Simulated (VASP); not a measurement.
# Sb (Fd-3m) in VASP: a series of runs

Runs on Sb. Level: PBE. Tasks: relaxation of cell and atoms, single point.

Program: VASP 6.6.1. These are calculated values, not measurements. Logs are shortened: lines on timing, memory, paths and dates and some standing lists are left out, and cuts for length are marked.

## 1. The cell of the first run

The structure is cubic, space group Fd-3m (No. 227). The conventional cell has a = 6.542 Å, b = 6.542 Å, c = 6.542 Å, α = 90.00°, β = 90.00°, γ = 90.00°. Within 3.7 Å of Sb (site symmetry -43m) lie 4 Sb at 2.83 Å.

This isn't the form of Sb at room conditions, which is rhombohedral.

## 2. Relaxation of cell and atoms, PBE, non-collinear spin, zero start, spin-orbit coupling

INCAR reads:

```
PREC = Accurate ; ENCUT = 500
EDIFF = 1E-7 ; ISMEAR = -1
SIGMA = 0.05 ; LREAL = False
LASPH = True ; NELM = 200
ALGO = Normal ; ISIF = 3
LWAVE = False ; LCHARG = False
LNONCOLLINEAR = True ; MAGMOM = 0 0 0 0 0 0
LORBIT = 11 ; LSORBIT = True
GGA_COMPAT = False ; LORBMOM = True
GGA = PE ; IBRION = 2
NSW = 60 ; EDIFFG = -0.005
NELMIN = 4
```

KPOINTS reads:

```
Automatic mesh
0
Gamma
  11 11 11
```

POSCAR reads:

```
Sb
1.0
    0.0000000000      3.2710663102      3.2710663102
    3.2710663102      0.0000000000      3.2710663102
    3.2710663102      3.2710663102      0.0000000000
Sb
2
Direct
   -0.1250000000     -0.1250000000     -0.1250000000
    0.1250000000      0.1250000000      0.1250000000
```

Potentials or basis: VASP PAW PBE potentials, release 64 (Sb).

Run with:

```console
$ cat potpaw_PBE.64/Sb/POTCAR > POTCAR
$ mpirun -np 1 vasp_ncl > vasp.out
```

OUTCAR:

```text
PREC = Accurate
   ENCUT = 500
   EDIFF = 1E-7
   ISMEAR = -1
   LREAL = False
   LASPH = True
   NELM = 200
   ISIF = 3
   LNONCOLLINEAR = True
   LORBIT = 11
   LSORBIT = True
   GGA = PE
   IBRION = 2
   NSW = 60
   EDIFFG = -0.005
   NELMIN = 4

 ion  position               nearest neighbor table
   1  0.875  0.875  0.875-   2 2.83   2 2.83   2 2.83   2 2.83
   2  0.125  0.125  0.125-   1 2.83   1 2.83   1 2.83   1 2.83

  LATTYP: Found a face centered cubic cell.
 ALAT       =     6.5421326204

  Lattice vectors:

 A1 = (   0.0000000000,   3.2710663102,   3.2710663102)
 A2 = (   3.2710663102,   0.0000000000,   3.2710663102)
 A3 = (   3.2710663102,   3.2710663102,   0.0000000000)

Analysis of symmetry for initial positions (statically):
=====================================================================
 Subroutine PRICEL returns:
 Original cell was already a primitive cell.

 Routine SETGRP: Setting up the symmetry group for a
 face centered cubic supercell.

 Subroutine GETGRP returns: Found 48 space group operations
 (whereof 12 operations were pure point group operations)
 out of a pool of 48 trial point group operations.

The static configuration has the point symmetry D_3d.
 The point group associated with its full space group is O_h .

Analysis of symmetry for dynamics (positions and initial velocities):
=====================================================================
 Subroutine PRICEL returns:
 Original cell was already a primitive cell.

 Routine SETGRP: Setting up the symmetry group for a
 face centered cubic supercell.

 Subroutine GETGRP returns: Found 48 space group operations
 (whereof 12 operations were pure point group operations)
 out of a pool of 48 trial point group operations.

The dynamic configuration has the point symmetry D_3d.
 The point group associated with its full space group is O_h .

Analysis of structural, dynamic, and magnetic symmetry:
=====================================================================
 Subroutine PRICEL returns:
 Original cell was already a primitive cell.

 Routine SETGRP: Setting up the symmetry group for a
 face centered cubic supercell.

 Subroutine GETGRP returns: Found 48 space group operations
 (whereof 12 operations were pure point group operations)
 out of a pool of 48 trial point group operations.

The overall configuration has the point symmetry D_3d.
 The point group associated with its full space group is O_h .

 Subroutine INISYM returns: Found 48 space group operations
 (whereof 12 operations are pure point group operations),
 and found     1 'primitive' translations

----------------------------------------------------------------------------------------

                                     Primitive cell

  volume of cell :      70.0000

  direct lattice vectors                    reciprocal lattice vectors
     0.000000000  3.271066310  3.271066310    -0.152855354  0.152855354  0.152855354
     3.271066310  0.000000000  3.271066310     0.152855354 -0.152855354  0.152855354
     3.271066310  3.271066310  0.000000000     0.152855354  0.152855354 -0.152855354

  length of vectors
     4.625986339  4.625986339  4.625986339     0.264753240  0.264753240  0.264753240

  position of ions in fractional coordinates (direct lattice)
     0.875000000  0.875000000  0.875000000
     0.125000000  0.125000000  0.125000000

  ion indices of the primitive-cell ions
   primitive index   ion index
                 1           1
                 2           2

----------------------------------------------------------------------------------------

 KPOINTS: Automatic mesh

Automatic generation of k-mesh.
 Grid dimensions read from file:
 generate k-points for:   11   11   11

 Generating k-lattice:

  Cartesian coordinates                     Fractional coordinates (reciprocal lattice)
    -0.013895941  0.013895941  0.013895941     0.090909091  0.000000000  0.000000000
     0.013895941 -0.013895941  0.013895941     0.000000000  0.090909091  0.000000000
     0.013895941  0.013895941 -0.013895941     0.000000000  0.000000000  0.090909091

  Length of vectors
     0.024068476  0.024068476  0.024068476

[... 81 lines left out ...]
   IVDW    =     0    specifies the selected vdW correction
   LEPSILON=     F    determine dielectric tensor
   LRPA    =     F    only Hartree local field effects (RPA)
 conjugate gradient relaxation of ions
  energy-cutoff  :      500.00
  volume of cell :       70.00
 maximum number of plane-waves:      3614
 NGX is ok and might be reduce to    36
   NGX = 17   NGY = 17   NGZ = 17

--------------------------------------- Ionic step        1  -------------------------------------------

 number of electron      10.0000000 magnetization       0.0000000      0.0000000      0.0000000

 number of electron       9.9999999 magnetization      -0.0000000     -0.0000000     -0.0000000

 number of electron       9.9999999 magnetization      -0.0000000      0.0000000     -0.0000000

 number of electron       9.9999999 magnetization      -0.0000000      0.0000000      0.0000000

 Free energy of the ion-electron system (eV)
  ---------------------------------------------------
  ext. energy  EPLUGINS =         0.00000000
  ---------------------------------------------------
  free energy    TOTEN  =        -7.43869196 eV

  energy without entropy =       -7.43067051  energy(sigma->0) =       -7.43468123

 E-fermi :   5.7543     XC(G=0):  -8.6918

 val. band max:        5.6897117010   @ k =   0.2727   0.1818   0.0000
 cond. band min:       5.7630453070   @ k =   0.3636   0.2727   0.0909
 fundamental gap:      0.0733336060
 Fermi energy:         5.7543371095

 k-point     1 :       0.0000    0.0000    0.0000
  band No.  band energies     occupation
      1      -6.8837      1.00000
      2      -6.8837      1.00000
      3       1.4371      1.00000
      4       1.4371      1.00000
      5       3.2168      1.00000
      6       3.2168      1.00000
[... 656 lines left out ...]
 number of electron      10.0000000 magnetization       0.0000000     -0.0000000      0.0000000

 number of electron      10.0000000 magnetization       0.0000000      0.0000000      0.0000000

 Free energy of the ion-electron system (eV)
  ---------------------------------------------------
  ext. energy  EPLUGINS =         0.00000000
  ---------------------------------------------------
  free energy    TOTEN  =        -7.81808710 eV

  energy without entropy =       -7.80726559  energy(sigma->0) =       -7.81267635

 E-fermi :   3.7923     XC(G=0):  -7.8436

 val. band max:        3.7751941147   @ k =  -0.4545   0.4545   0.0909
 cond. band min:       3.8030687424   @ k =   0.4545   0.3636   0.0909
 fundamental gap:      0.0278746277
 Fermi energy:         3.7922896483

 k-point     1 :       0.0000    0.0000    0.0000
  band No.  band energies     occupation
      1      -7.5565      1.00000
      2      -7.5565      1.00000
      3      -1.5382      1.00000
      4      -1.5382      1.00000
      5       1.6421      1.00000
      6       1.6421      1.00000
[... 524 lines left out ...]
  FREE ENERGIE OF THE ION-ELECTRON SYSTEM (eV)
  ---------------------------------------------------
  free  energy   TOTEN  =        -7.8180871044 eV

  energy  without entropy=       -7.8072655904  energy(sigma->0) =       -7.81267635

 reached required accuracy - stopping structural energy minimisation

 orbital moment (x)

 # of ion     p       d       tot
 ----------------------------------------
  1         0.000  -0.000   0.000
  2         0.000  -0.000   0.000
 ----------------------------------------
            0.000  -0.000   0.000

 orbital moment (y)

 # of ion     p       d       tot
 ----------------------------------------
  1         0.000  -0.000   0.000
  2        -0.000  -0.000  -0.000
 ----------------------------------------
           -0.000  -0.000  -0.000

 orbital moment (z)

 # of ion     p       d       tot
 ----------------------------------------
  1         0.000   0.000   0.000
  2         0.000   0.000   0.000
 ----------------------------------------
            0.000   0.000   0.000

 Spin-Orbit-Coupling matrix elements

 Ion:    1  E_soc:     -0.1540357
 l=   1
     0.0000000    -0.0256238    -0.0256238
    -0.0256238     0.0000000    -0.0256238
    -0.0256238    -0.0256238     0.0000000
 l=   2
     0.0000000    -0.0000057     0.0000000    -0.0000057    -0.0000431
    -0.0000057     0.0000000    -0.0000324    -0.0000057    -0.0000108
     0.0000000    -0.0000324     0.0000000    -0.0000324     0.0000000
    -0.0000057    -0.0000057    -0.0000324     0.0000000    -0.0000108
    -0.0000431    -0.0000108     0.0000000    -0.0000108     0.0000000
 l=   3
     0.0000000     0.0000000     0.0000000     0.0000000     0.0000000     0.0000000     0.0000000
     0.0000000     0.0000000     0.0000000     0.0000000     0.0000000     0.0000000     0.0000000
     0.0000000     0.0000000     0.0000000     0.0000000     0.0000000     0.0000000     0.0000000
     0.0000000     0.0000000     0.0000000     0.0000000     0.0000000     0.0000000     0.0000000
     0.0000000     0.0000000     0.0000000     0.0000000     0.0000000     0.0000000     0.0000000
     0.0000000     0.0000000     0.0000000     0.0000000     0.0000000     0.0000000     0.0000000
     0.0000000     0.0000000     0.0000000     0.0000000     0.0000000     0.0000000     0.0000000

 Ion:    2  E_soc:     -0.1540357
 l=   1
     0.0000000    -0.0256238    -0.0256238
    -0.0256238     0.0000000    -0.0256238
    -0.0256238    -0.0256238     0.0000000
 l=   2
     0.0000000    -0.0000057     0.0000000    -0.0000057    -0.0000431
    -0.0000057     0.0000000    -0.0000324    -0.0000057    -0.0000108
     0.0000000    -0.0000324     0.0000000    -0.0000324     0.0000000
    -0.0000057    -0.0000057    -0.0000324     0.0000000    -0.0000108
    -0.0000431    -0.0000108     0.0000000    -0.0000108     0.0000000
 l=   3
     0.0000000     0.0000000     0.0000000     0.0000000     0.0000000     0.0000000     0.0000000
     0.0000000     0.0000000     0.0000000     0.0000000     0.0000000     0.0000000     0.0000000
     0.0000000     0.0000000     0.0000000     0.0000000     0.0000000     0.0000000     0.0000000
     0.0000000     0.0000000     0.0000000     0.0000000     0.0000000     0.0000000     0.0000000
     0.0000000     0.0000000     0.0000000     0.0000000     0.0000000     0.0000000     0.0000000
     0.0000000     0.0000000     0.0000000     0.0000000     0.0000000     0.0000000     0.0000000
     0.0000000     0.0000000     0.0000000     0.0000000     0.0000000     0.0000000     0.0000000

 total charge

# of ion       s       p       d       tot
------------------------------------------
    1        1.244   1.106   0.023   2.372
    2        1.244   1.106   0.023   2.372
--------------------------------------------------
tot          2.489   2.211   0.045   4.745

 magnetization (x)

# of ion       s       p       d       tot
------------------------------------------
    1        0.000  -0.000   0.000  -0.000
    2        0.000  -0.000   0.000  -0.000
--------------------------------------------------
tot          0.000  -0.000   0.000  -0.000

 magnetization (y)

# of ion       s       p       d       tot
------------------------------------------
    1        0.000   0.000   0.000   0.000
    2        0.000   0.000   0.000   0.000
--------------------------------------------------
tot          0.000   0.000   0.000   0.000

 magnetization (z)

# of ion       s       p       d       tot
------------------------------------------
    1        0.000   0.000   0.000   0.000
    2        0.000   0.000   0.000   0.000
--------------------------------------------------
tot          0.000   0.000   0.000   0.000
```

Run time: 3.9 min. Hardware: 1 thread of Intel Xeon 6975P-C (Granite Rapids), shared host; peak memory 0.44 GiB.

What came out:

| Item | Value |
| --- | --- |
| Free energy | -7.8181 eV |
| Relaxed volume | 42.81 Å³/atom |
| Relaxed cell | a = 4.947 Å, b = 4.947 Å, c = 4.947 Å, α = 60.00°, β = 60.00°, γ = 60.00° |
| Space group after relaxing (to 0.1 Å) | Fd-3m (No. 227) |
| Energy gained by relaxing | 189.7 meV/atom |
| Ionic steps | 5 |
| Pressure after relaxing | 0.0 GPa |
| Net moment | 0.00 μB per cell |
| Valence electrons inside the program's atomic spheres | Sb 2.37 |

The path:
| step | energy change (eV) | largest force (eV/Å) | pressure (GPa) | volume (Å³) |
| --- | --- | --- | --- | --- |
| 1 | 0.0000 | 0.0000 | 9.30 | 70.00 |
| 2 | -0.3312 | 0.0000 | -2.04 | 92.68 |
| 3 | -0.3793 | 0.0000 | 0.08 | 85.40 |
| 4 | -0.3794 | 0.0000 | -0.04 | 85.73 |
| 5 | -0.3794 | 0.0000 | 0.00 | 85.61 |

Final structure:
```xyz
2
Lattice="0.0000 3.4981 3.4981 3.4981 0.0000 3.4981 3.4981 3.4981 0.0000" Properties=species:S:1:pos:R:3 pbc="T T T"
Sb    6.1217    6.1217    6.1217
Sb    0.8745    0.8745    0.8745
```

Moments on the atoms (μB; x, y, z):
```
Sb  0.00 0.00 0.00
Sb  0.00 0.00 0.00
```

Caveat: the volume moved by over 15 % at a fixed basis, so the end points are rough.

## 3. Single point, PBE, non-collinear spin, zero start, spin-orbit coupling

This run uses another cell than the first one, of 42.78 Å³/atom.

INCAR reads:

```
SYSTEM = Sb
ALGO     = Normal         ! electronic algorithm
EDIFF    = 1E-6           ! SCF threshold, eV
ENCUT    = 520            ! plane-wave cutoff, eV
GGA      = PE             ! functional
GGA_COMPAT= .False.      
ISIF     = 2              ! what is computed and relaxed
ISMEAR   = -1             ! smearing method
LASPH    = .True.         ! aspherical terms in the spheres
LCHARG   = .True.         ! write CHGCAR
LORBIT   = 11             ! projections on sites
LORBMOM  = .True.       
LREAL    = .False.        ! projectors in reciprocal space
LSORBIT  = .True.         ! spin-orbit coupling
LVHAR    = .True.       
LWAVE    = .False.        ! write WAVECAR
MAGMOM   = 0 0 0 0 0 0    ! initial moments
NBANDS   = 22             ! bands
NELM     = 150            ! most SCF steps
PREC     = Accurate       ! precision mode
SIGMA    = 0.05           ! smearing width, eV
```

KPOINTS reads:

```
k-points
0
Gamma
  11 11 11
  0 0 0
```

POSCAR reads:

```
Sb
1.0
    0.0000000000      3.4974125236      3.4974125236
    3.4974125236      0.0000000000      3.4974125236
    3.4974125236      3.4974125236      0.0000000000
Sb
2
Direct
   -0.1250000000     -0.1250000000     -0.1250000000
    0.1250000000      0.1250000000      0.1250000000
```

Potentials or basis: VASP PAW PBE potentials, release 64 (Sb).

Run with:

```console
$ cat potpaw_PBE.64/Sb/POTCAR > POTCAR
$ mpirun -np 1 vasp_ncl > vasp.out
```

Wall time 7.7 min (1 thread of Intel Xeon 8259CL, shared host); peak memory 0.55 GiB.

It converged, with:

```yaml
Free_energy: -7.8184 eV
Pressure: 0.0 GPa
Net_moment: 0.00 μB per cell
Valence_electrons_inside_the_program's_atomic_spheres: Sb 2.37
```

Moments on the atoms (μB; x, y, z):
```
Sb  0.00 0.00 0.00
Sb  0.00 0.00 0.00
```
